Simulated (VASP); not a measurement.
## SnO: single point with PBEsol+D3(BJ)

Crystal: SnO.

```xyz
4
Lattice="3.3382 0.0000 0.0000 0.0000 5.6457 0.0000 0.0000 0.0000 4.2220" Properties=species:S:1:pos:R:3 pbc="T T T"
Sn    0.0000    1.3093    2.1665
Sn    1.6691    4.3364    0.0555
O     0.0000    5.0318    3.1110
O     1.6691    0.6140    1.0000
```

This cell differs from its parent crystal: strain -0.0050 x Voigt [1, 1, 0, 0, 0, 0].

```yaml
Program: VASP 6.6.1
Task: single point
Functional: PBEsol
Dispersion: D3(BJ)
Potentials_or_basis: VASP PAW PBE potentials, release 64 (Sn_d, O)
Cutoff: 520 eV
k_mesh: 8 × 6 × 6
Occupations: gaussian, width 0.05 eV
Spin: no spin polarisation
Dipole_correction: no
Further_INCAR_settings: ALGO = Normal; EDIFF = 1e-06; NBANDS = 28
```

- Pressure: -3.6 GPa
- Largest force: 0.194 eV/Å
- Band gap on the k mesh: 1.32 eV (least direct gap 1.94 eV)
- Dispersion energy per atom: -0.189 eV

Forces on the atoms (eV/Å):
```
Sn   0.000 -0.183 -0.065
Sn   0.000  0.183 -0.065
O    0.000  0.110  0.065
O    0.000 -0.110  0.065
```

Stress tensor (GPa, compression positive):
```
-4.17  0.00  0.00
 0.00 -3.28  0.00
 0.00  0.00 -3.48
```

Levels at points of the mesh, in eV from the valence-band top:
```csv
k point,band 17,band 18,band 19,band 20,band 21,band 22,band 23,band 24
"(0.00, 0.00, 0.00)",-3.57,-2.68,-2.10,0.00,2.60,3.14,5.82,5.91
"(0.50, 0.00, 0.00)",-2.64,-2.64,-1.25,-1.25,2.53,2.53,5.53,5.53
"(0.00, 0.50, 0.00)",-3.84,-2.70,-1.63,-1.40,3.27,3.87,4.79,5.04
"(0.50, 0.50, 0.00)",-2.71,-2.71,-0.90,-0.90,1.84,1.84,6.27,6.27
"(0.00, 0.00, 0.50)",-3.24,-3.24,-1.70,-1.70,2.65,2.65,5.20,5.20
"(0.50, 0.00, 0.50)",-3.19,-3.19,-1.08,-1.08,2.05,2.05,4.58,4.58
"(0.00, 0.50, 0.50)",-2.97,-2.97,-1.53,-1.53,1.89,1.89,5.98,5.98
"(0.50, 0.50, 0.50)",-3.47,-3.47,-0.42,-0.42,2.37,2.37,4.14,4.14
```

It took 63 s on 1 thread of Intel(R) Xeon(R) 6975P-C (Granite Rapids), with other jobs on the host, peak memory 0.29 GiB.

Caveat: the cell differs from its parent crystal (strain -0.0050 x Voigt [1, 1, 0, 0, 0, 0]); the cell stands under tension; the PAW data sets were made with another functional, which shifts forces and pressure a little; spin-orbit coupling is left out, which moves the levels of the heavy elements. A k mesh can miss the band edges.
